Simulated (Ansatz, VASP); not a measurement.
## One calculation of Nb, two programs

```xyz
1
Lattice="-1.6588 1.6588 1.6588 1.6588 -1.6588 1.6588 1.6588 1.6588 -1.6588" Properties=species:S:1:pos:R:3 pbc="T T T"
Nb    0.0000    0.0000    0.0000
```

Alike in both runs: task single point; functional PBEsol; k mesh 8 × 8 × 8; occupations gaussian, width 0.1 eV; no spin polarisation.

```csv
,VASP,Ansatz
version,VASP 6.6.1,Ansatz 0.2.0
potentials or method,"VASP PAW PBE potentials, release 64 (Nb_sv), cutoff 520 eV","scalar-relativistic, plane waves, PAW"
valence electrons in the cell,13,13
```

VASP gave:

```
gap on the k mesh at the Fermi level (eV) : none
pressure (GPa)                            : -6.9
```

Problem. Which values does Ansatz return?

Solution. gap on the k mesh at the Fermi level (eV): none; pressure (GPa): -6.6.

VASP's potentials were made for PBE, not for PBEsol. A gap of «none» marks a metal or a gap that the smearing closes.
